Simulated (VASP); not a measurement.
Wanted: the native input for a VASP 6.6.1 run.

```
Task                   : single point
Functional             : b88 exchange, pbe correlation
Potentials or basis    : VASP PAW PBE potentials, release 64 (Sn_d, Se)
Cutoff                 : 500 eV
k mesh                 : 8 × 8 × 8
Occupations            : fermi-dirac, width 0.05 eV
Spin                   : no spin polarisation
Dipole correction      : no
Further INCAR settings : ALGO = Normal; EDIFF = 1e-06; NBANDS = 17
```

The structure of SnSe lies in POSCAR:

```
SnSe
1.0
    0.0000000000      3.0299343558      3.0299343558
    3.0299343558      0.0000000000      3.0299343558
    3.0299343558      3.0299343558      0.0000000000
Sn Se
1 1
Direct
    0.0000000000      0.0000000000      0.0000000000
    0.5000000000      0.5000000000      0.5000000000
```

One way to write it, as run:

INCAR

```
SYSTEM = SnSe
ALGO     = Normal         ! electronic algorithm
EDIFF    = 1E-6           ! SCF threshold, eV
ENCUT    = 500            ! plane-wave cutoff, eV
GGA      = LIBXC          ! functional
GGA_COMPAT= .False.      
ISIF     = 2              ! what is computed and relaxed
ISMEAR   = -1             ! smearing method
LASPH    = .True.         ! aspherical terms in the spheres
LCHARG   = .True.         ! write CHGCAR
LELF     = .True.         ! ELF
LIBXC1   = GGA_X_B88    
LIBXC2   = GGA_C_PBE    
LREAL    = .False.        ! projectors in reciprocal space
LVHAR    = .True.       
LWAVE    = .False.        ! write WAVECAR
NBANDS   = 17             ! bands
NELM     = 120            ! most SCF steps
PREC     = Accurate       ! precision mode
SIGMA    = 0.05           ! smearing width, eV
```

KPOINTS

```
k-points
0
Gamma
  8 8 8
  0 0 0
```

Potentials or basis: VASP PAW PBE potentials, release 64 (Sn_d, Se).

Launch:

```sh
$ cat potpaw_PBE.64/Sn_d/POTCAR potpaw_PBE.64/Se/POTCAR > POTCAR
$ mpirun -np 1 vasp_std > vasp.out
```

It gave:

```
Pressure               : -0.3 GPa
Band gap on the k mesh : 0.48 eV
```

Caveat: the PAW data sets were made with another functional, which shifts forces and pressure a little; spin-orbit coupling is left out, which moves the levels of the heavy elements.

It took 20 s on 1 thread of Intel(R) Xeon(R) Platinum 8559C (Emerald Rapids) (shared host), peak memory 0.17 GiB.
